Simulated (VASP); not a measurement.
# IrPt (R-3m) in VASP: relaxation of volume and atoms at fixed shape with LDA

Aim: the relaxation of volume and atoms at fixed shape of IrPt with LDA.

All numbers are computed with VASP 6.6.1; they aren't measurements. Logs are shortened: lines on timing, memory, paths and dates and some standing lists are left out, and cuts for length are marked.

## (1) The cell of the first run

The structure is trigonal, space group R-3m (No. 166). The conventional cell has a = 2.785 Å, b = 2.785 Å, c = 13.499 Å, α = 90.00°, β = 90.00°, γ = 120.00°. Within 3.6 Å of Ir (site symmetry -3m) lie 6 Pt at 2.77 Å and 6 Ir at 2.78 Å. Pt (site symmetry -3m) has 6 Ir at 2.77 Å and 6 Pt at 2.78 Å within 3.6 Å.

## (2) Relaxation of volume and atoms at fixed shape, LDA

INCAR

```
ALGO     = Normal         # electronic algorithm
EDIFF    = 1E-7           # SCF threshold, eV
EDIFFG   = -0.02          # ionic threshold
ENCUT    = 570            # plane-wave cutoff, eV
GGA      = CA             # functional
GGA_COMPAT= F            
IBRION   = 2              # ionic algorithm
ISIF     = 8              # what is computed and relaxed
ISMEAR   = 0              # smearing method
LASPH    = T              # aspherical terms in the spheres
LCHARG   = F              # write CHGCAR
LREAL    = F              # projectors in reciprocal space
LWAVE    = F              # write WAVECAR
NELM     = 120            # most SCF steps
NELMIN   = 4            
NSW      = 80             # ionic steps
PREC     = Accurate       # precision mode
SIGMA    = 0.1            # smearing width, eV
```

KPOINTS

```
k-points
0
Gamma
  9 9 9
```

POSCAR

```
IrPt
1.0
    4.7783260000      0.0000000000      0.0000000000
    3.9668087110      2.6639872396      0.0000000000
    3.9668087110      1.2083893659      2.3741573565
Ir Pt
1 1
Direct
    0.0000000000      0.0000000000      0.0000000000
    0.5000000000      0.5000000000      0.5000000000
```

Potentials or basis: VASP PAW LDA potentials, release 64 (Ir_sv_GW, Pt_sv_GW).

The run is started by

```
> cat potpaw_LDA.64/Ir_sv_GW/POTCAR potpaw_LDA.64/Pt_sv_GW/POTCAR > POTCAR
> mpirun -np 1 vasp_std > vasp.out
```

OUTCAR:

```text
EDIFF = 1E-7
   EDIFFG = -0.02
   ENCUT = 570
   GGA = CA
   IBRION = 2
   ISIF = 8
   ISMEAR = 0
   LASPH = T
   LREAL = F
   NELM = 120
   NELMIN = 4
   NSW = 80
   PREC = Accurate

 ion  position               nearest neighbor table
   1  0.000  0.000  0.000-   2 2.77   2 2.77   2 2.77   2 2.77   2 2.77   2 2.77
   2  0.500  0.500  0.500-   1 2.77   1 2.77   1 2.77   1 2.77   1 2.77   1 2.77

  LATTYP: Found a trigonal (rhomboedric) cell.
 ALAT       =     4.7783260000
 COS(alpha) =     0.8301670315

  Lattice vectors:

 A1 = (   4.7783260000,   0.0000000000,   0.0000000000)
 A2 = (   3.9668087110,   2.6639872396,   0.0000000000)
 A3 = (   3.9668087110,   1.2083893659,   2.3741573565)

Analysis of symmetry for initial positions (statically):
=====================================================================
 Subroutine PRICEL returns:
 Original cell was already a primitive cell.

 Routine SETGRP: Setting up the symmetry group for a
 trigonal (rhombohedral) supercell.

 Subroutine GETGRP returns: Found 12 space group operations
 (whereof 12 operations were pure point group operations)
 out of a pool of 12 trial point group operations.

The static configuration has the point symmetry D_3d.

Analysis of symmetry for dynamics (positions and initial velocities):
=====================================================================
 Subroutine PRICEL returns:
 Original cell was already a primitive cell.

 Routine SETGRP: Setting up the symmetry group for a
 trigonal (rhombohedral) supercell.

 Subroutine GETGRP returns: Found 12 space group operations
 (whereof 12 operations were pure point group operations)
 out of a pool of 12 trial point group operations.

The dynamic configuration has the point symmetry D_3d.

 Subroutine INISYM returns: Found 12 space group operations
 (whereof 12 operations are pure point group operations),
 and found     1 'primitive' translations

----------------------------------------------------------------------------------------

                                     Primitive cell

  volume of cell :      30.2216

  direct lattice vectors                    reciprocal lattice vectors
     4.778326000  0.000000000  0.000000000     0.209278312 -0.311625754 -0.191058012
     3.966808711  2.663987240  0.000000000     0.000000000  0.375377173 -0.191058012
     3.966808711  1.208389366  2.374157357     0.000000000  0.000000000  0.421202073

  length of vectors
     4.778326000  4.778326000  4.778326000     0.421202073  0.421202073  0.421202073

  position of ions in fractional coordinates (direct lattice)
     0.000000000  0.000000000  0.000000000
     0.500000000  0.500000000  0.500000000

  ion indices of the primitive-cell ions
   primitive index   ion index
                 1           1
                 2           2

----------------------------------------------------------------------------------------

 KPOINTS: k-points

Automatic generation of k-mesh.
 Grid dimensions read from file:
 generate k-points for:    9    9    9

 Generating k-lattice:

  Cartesian coordinates                     Fractional coordinates (reciprocal lattice)
     0.023253146 -0.034625084 -0.021228668     0.111111111 -0.000000000 -0.000000000
     0.000000000  0.041708575 -0.021228668     0.000000000  0.111111111  0.000000000
     0.000000000  0.000000000  0.046800230     0.000000000  0.000000000  0.111111111

  Length of vectors
     0.046800230  0.046800230  0.046800230

  Shift w.r.t. Gamma in fractional coordinates (k-lattice)
     0.000000000  0.000000000  0.000000000

 Subroutine IBZKPT returns following result:
 ===========================================

 Found     85 irreducible k-points:

 Following reciprocal coordinates:
            Coordinates               Weight
  0.000000  0.000000  0.000000      1.000000
  0.111111  0.000000  0.000000      6.000000
  0.222222 -0.000000 -0.000000      6.000000
  0.333333  0.000000  0.000000      6.000000
  0.444444 -0.000000 -0.000000      6.000000
  0.111111  0.111111  0.000000      6.000000
[... 16 lines left out ...]
 -0.333333  0.333333  0.000000      6.000000
  0.444444  0.444444 -0.000000      6.000000
 [... further k-points ...]
   k-points           NKPTS =     85   k-points in BZ     NKDIM =     85   number of bands    NBANDS=     21
   number of dos      NEDOS =    301   number of ions     NIONS =      2
   total plane-waves  NPLWV =  64000
   dimension x,y,z NGX =    40 NGY =   40 NGZ =   40
   dimension x,y,z NGXF=    80 NGYF=   80 NGZF=   80
   ions per type =               1   1
   NGX,Y,Z   is equivalent  to a cutoff of  13.92, 13.92, 13.92 a.u.
   NGXF,Y,Z  is equivalent  to a cutoff of  27.83, 27.83, 27.83 a.u.
 SYSTEM =  unknown system
   PREC   = accura    normal or accurate (medium, high low for compatibility)
   ISTART =      0    job   : 0-new  1-cont  2-samecut
   ICHARG =      2    charge: 1-file 2-atom 10-const
   ISPIN  =      1    spin polarized calculation?
   LNONCOLLINEAR =      F non collinear calculations
   LSORBIT =      F    spin-orbit coupling
   LASPH  =      T    aspherical Exc in radial PAW
   ENCUT  =  570.0 eV  41.89 Ry    6.47 a.u.   9.30  9.30  9.30*2*pi/ulx,y,z
   NELM   =    120;   NELMIN=  4; NELMDL= -5     # of ELM steps
   EDIFF  = 0.1E-06   stopping-criterion for ELM
   LREAL  =      F    real-space projection
   EDIFFG = -.2E-01   stopping-criterion for IOM
   NSW    =     80    number of steps for IOM
   IBRION =      2    ionic relax: 0-MD 1-quasi-New 2-CG
   NFREE  =      1    steps in history (QN), initial steepest desc. (CG)
   ISIF   =      8    stress and relaxation
   ISYM   =      2    0-nonsym 1-usesym 2-fastsym
   POTIM  = 0.5000    time-step for ionic-motion
   TEBEG  =    0.0;   TEEND  =   0.0 temperature during run
   PSTRESS=    0.0 pullay stress
   NELECT =      35.0000    total number of electrons
   NUPDOWN=      -1.0000    fix difference up-down
   EMIN   =  10.00;   EMAX   =-10.00  energy-range for DOS
   EFERMI =   0.00;   METHOD = LEGACY
   ISMEAR =     0;   SIGMA  =   0.10  broadening in eV -4-tet -1-fermi 0-gaus
   EFERMI_NEDOS =   21; number of points for ismear=-14 and -15
   IALGO  =     38    algorithm
   IMIX   =      4    mixing-type and parameters
     AMIX     =   0.40;   BMIX     =  1.00
     AMIX_MAG =   1.60;   BMIX_MAG =  1.00
  volume/ion in A,a.u.               =      15.11       101.97
  Fermi-wavevector in a.u.,A,eV,Ry     =   1.719195  3.248807 40.213789  2.955630
  Thomas-Fermi vector in A             =   2.795866
   LORBIT       =      0    0 simple, 1 ext, 2 COOP (PROOUT), +10 PAW based schemes
   GGA     = CA    functional components
   LHFCALC =     F    Hartree Fock is set to
   AEXX    =    0.0000 exact exchange contribution
   IVDW    =     0    specifies the selected vdW correction
   LEPSILON=     F    determine dielectric tensor
   LRPA    =     F    only Hartree local field effects (RPA)
 conjugate gradient relaxation of ions
 non-spin polarized calculation
 Gauss-broadening in eV      SIGMA  =   0.10
  energy-cutoff  :      570.00
  volume of cell :       30.22
 maximum number of plane-waves:       966
 NGX is ok and might be reduce to    40
   NGX = 19   NGY = 19   NGZ = 19

--------------------------------------- Ionic step        1  -------------------------------------------

 number of electron      35.0000000 magnetization

 Free energy of the ion-electron system (eV)
  ---------------------------------------------------
  ext. energy  EPLUGINS =         0.00000000
  ---------------------------------------------------
  free energy    TOTEN  =       -17.97861462 eV

  energy without entropy =      -17.96156668  energy(sigma->0) =      -17.97009065

------------------------ aborting loop because EDIFF is reached ----------------------------------------

  FORCE on cell =-STRESS in cart. coord.  units (eV):
  Direction    XX          YY          ZZ          XY          YZ          ZX
  --------------------------------------------------------------------------------------
  -------------------------------------------------------------------------------------
  Total       -3.4376186     -3.2153297     -3.2011390     -0.0746412     -0.0139404     -0.0457626
  in kB     -182.2429997   -170.4585044   -169.7061945     -3.9570530     -0.7390425     -2.4260726
  external PRESSURE =    -174.1358995 kB  Pullay stress =       0.0000000 kB

 VOLUME and BASIS-vectors are now :
 -----------------------------------------------------------------------------
  energy-cutoff  :      570.00
  volume of cell :       30.22
      direct lattice vectors                 reciprocal lattice vectors
     4.778326000  0.000000000  0.000000000     0.209278312 -0.311625754 -0.191058012
     3.966808711  2.663987240  0.000000000     0.000000000  0.375377173 -0.191058012
     3.966808711  1.208389366  2.374157357     0.000000000  0.000000000  0.421202073
[... 109 lines left out ...]
 POSITION                                       TOTAL-FORCE (eV/Angst)
 -----------------------------------------------------------------------------------
      3.89588      2.61636      0.00000         0.000000      0.000000      0.000000
      6.24233      1.90157      1.16585        -0.000000      0.000000      0.000000
 -----------------------------------------------------------------------------------
    total drift:                               -0.000000      0.000000     -0.000000

  FREE ENERGIE OF THE ION-ELECTRON SYSTEM (eV)
  ---------------------------------------------------
  free  energy   TOTEN  =       -18.0719400892 eV

  energy  without entropy=      -18.0564063538  energy(sigma->0) =      -18.06417322

--------------------------------------- Ionic step        5  -------------------------------------------

 number of electron      35.0000000 magnetization

 Free energy of the ion-electron system (eV)
  ---------------------------------------------------
  ext. energy  EPLUGINS =         0.00000000
  ---------------------------------------------------
  free energy    TOTEN  =       -18.07198516 eV

  energy without entropy =      -18.05648498  energy(sigma->0) =      -18.06423507

 E-fermi :  11.9859     XC(G=0): -14.7199

 val. band max:       11.9843138607   @ k =   0.4444   0.2222   0.1111
 cond. band min:      12.0019305536   @ k =  -0.4444   0.4444   0.0000
 fundamental gap:      0.0176166929
 Fermi energy:        11.9859052276

 k-point     1 :       0.0000    0.0000    0.0000
  band No.  band energies     occupation
      1     -86.8061      2.00000
      2     -80.2151      2.00000
      3     -41.3670      2.00000
      4     -40.9598      2.00000
      5     -40.9598      2.00000
      6     -37.2786      2.00000
[... 13 lines left out ...]
     20      12.5704      0.00000
     21      18.8521      0.00000
[... 529 lines left out ...]
 k-point    24 :       0.4444    0.4444   -0.0000
  band No.  band energies     occupation
      1     -86.7797      2.00000
      2     -80.1763      2.00000
      3     -41.3774      2.00000
      4     -41.2994      2.00000
      5     -41.0627      2.00000
      6     -37.5245      2.00000
[... 13 lines left out ...]
     20      14.4230      0.00000
     21      19.3379      0.00000

 [... further k-points ...]

------------------------ aborting loop because EDIFF is reached ----------------------------------------

  FORCE on cell =-STRESS in cart. coord.  units (eV):
  Direction    XX          YY          ZZ          XY          YZ          ZX
  --------------------------------------------------------------------------------------
  -------------------------------------------------------------------------------------
  Total       -0.1315495      0.0635047      0.0759568     -0.0654962     -0.0122325     -0.0401558
  in kB       -7.3711926      3.5584005      4.2561344     -3.6699900     -0.6854289     -2.2500740
  external PRESSURE =       0.1477807 kB  Pullay stress =       0.0000000 kB

 VOLUME and BASIS-vectors are now :
 -----------------------------------------------------------------------------
  energy-cutoff  :      570.00
  volume of cell :       28.59
      direct lattice vectors                 reciprocal lattice vectors
     4.690911701  0.000000000  0.000000000     0.213178176 -0.317432844 -0.194618344
     3.894240242  2.615252478  0.000000000     0.000000000  0.382372260 -0.194618344
     3.894240242  1.186283191  2.330724719     0.000000000  0.000000000  0.429051098

 POSITION                                       TOTAL-FORCE (eV/Angst)
 -----------------------------------------------------------------------------------
      0.00000      0.00000      0.00000        -0.000000     -0.000000      0.000000
      6.23970      1.90077      1.16536         0.000000      0.000000      0.000000
 -----------------------------------------------------------------------------------
    total drift:                               -0.000000      0.000000     -0.000000

  FREE ENERGIE OF THE ION-ELECTRON SYSTEM (eV)
  ---------------------------------------------------
  free  energy   TOTEN  =       -18.0719851560 eV

  energy  without entropy=      -18.0564849836  energy(sigma->0) =      -18.06423507

 reached required accuracy - stopping structural energy minimisation
```

It took 17 min on 1 thread of AMD EPYC 7R43 (Zen 3), shared host; peak memory 0.24 GiB.

What came out:

```
Free energy                           : -18.0720 eV
Relaxed volume                        : 14.30 Å³/atom
Relaxed cell                          : a = 4.691 Å, b = 4.691 Å, c = 4.691 Å, α = 33.88°, β = 33.88°, γ = 33.88°
Space group after relaxing (to 0.1 Å) : R-3m (No. 166)
Pressure after relaxing               : 0.0 GPa
Band gap on the k mesh                : zero (an odd number of electrons rules out a gap without spin polarisation)
```

Final structure:
```xyz
2
Lattice="4.6909 0.0000 0.0000 3.8942 2.6153 0.0000 3.8942 1.1863 2.3307" Properties=species:S:1:pos:R:3 pbc="T T T"
Ir    0.0000    0.0000    0.0000
Pt    6.2397    1.9008    1.1654
```

Caveat: spin-orbit coupling is left out, which moves the levels of the heavy elements.
